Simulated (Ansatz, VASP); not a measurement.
**Lu3F2 in VASP and in Ansatz**

```
Lu F
1.0
     4.86053    0.00000    0.00000
     0.00000    4.86053    0.00000
     0.00000    0.00000    4.86053
Lu F
3 2
Direct
  0.50000 0.00000 0.00000
  0.00000 0.50000 0.00000
  0.00000 0.00000 0.50000
  0.00000 0.00000 0.00000
  0.50000 0.50000 0.50000
```

Alike in both runs: functional PBE; k mesh 8 × 8 × 8; occupations gaussian, width 0.1 eV; no spin polarisation.

Ansatz relaxed the structure, and its values are those at the end. VASP's run is a single point on that final structure, the one shown.

|  | VASP | Ansatz |
| --- | --- | --- |
| version | VASP 6.6.1 | Ansatz 0.2.0 |
| potentials or method | VASP PAW PBE potentials, release 64 (Lu, F), cutoff 520 eV | scalar-relativistic, plane waves, PAW |
| valence electrons in the cell | 89 | 89 |

VASP gave:

```
gap on the k mesh at the Fermi level (eV) : none
pressure (GPa)                            : 0.1
```

Task: Estimate Ansatz's values.

Result: gap on the k mesh at the Fermi level (eV): none; pressure (GPa): 0.0.

A gap of «none» marks a metal or a gap that the smearing closes.

Spin-orbit coupling is off throughout.
